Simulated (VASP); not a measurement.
Input of a VASP 6.6.1 run:

POSCAR

```
HfC
1.0
    0.0000000000      2.3250000000      2.3250000000
    2.3250000000      0.0000000000      2.3250000000
    2.3250000000      2.3250000000      0.0000000000
Hf C
1 1
Direct
    0.4784946237      0.4784946237      0.5215053763
    0.0000000000      0.0000000000      0.0000000000
```

Contents of INCAR.step1:

```
SYSTEM = HfC
ALGO = Normal
EDIFF = 1E-4
ENCUT = 520
GGA = PE
ISMEAR = -1
LASPH = .TRUE.
LCHARG = .FALSE.
LREAL = .FALSE.
LWAVE = .TRUE.
NBANDS = 14
NELM = 100
PREC = Accurate
SIGMA = 0.1
```

Contents of INCAR.step2:

```
SYSTEM = HfC
ALGO = Normal
EDIFF = 1E-7
ENCUT = 520
ISIF = 2
ISMEAR = -1
ISTART = 1
LASPH = .TRUE.
LCHARG = .TRUE.
LELF = .TRUE.
LMIXTAU = .TRUE.
LREAL = .FALSE.
LVHAR = .TRUE.
LWAVE = .FALSE.
METAGGA = R2SCAN
NBANDS = 14
NELM = 100
PREC = Accurate
SIGMA = 0.1
```

The input KPOINTS:

```
k-points
0
G
  12 12 12
  0 0 0
```

Potentials or basis: VASP PAW PBE potentials, release 64 (Hf_pv, C).

Command:

```bash
$ cat potpaw_PBE.64/Hf_pv/POTCAR potpaw_PBE.64/C/POTCAR > POTCAR
$ cp INCAR.step1 INCAR
$ mpirun -np 1 vasp_std > vasp.out
$ cp INCAR.step2 INCAR
$ mpirun -np 1 vasp_std > vasp.out
```

(1) Predict the pressure.

(2) Estimate the largest force.

(3) Predict the band gap on the k mesh.

Answers

(1) -1.6 GPa.

(2) 0.695 eV/Å.

(3) zero (band 7 reaches 6.65 eV, above the bottom of band 8 at 5.46 eV).

Caveat: the PAW data sets were made with another functional, which shifts forces and pressure a little; spin-orbit coupling is left out, which moves the levels of the heavy elements.
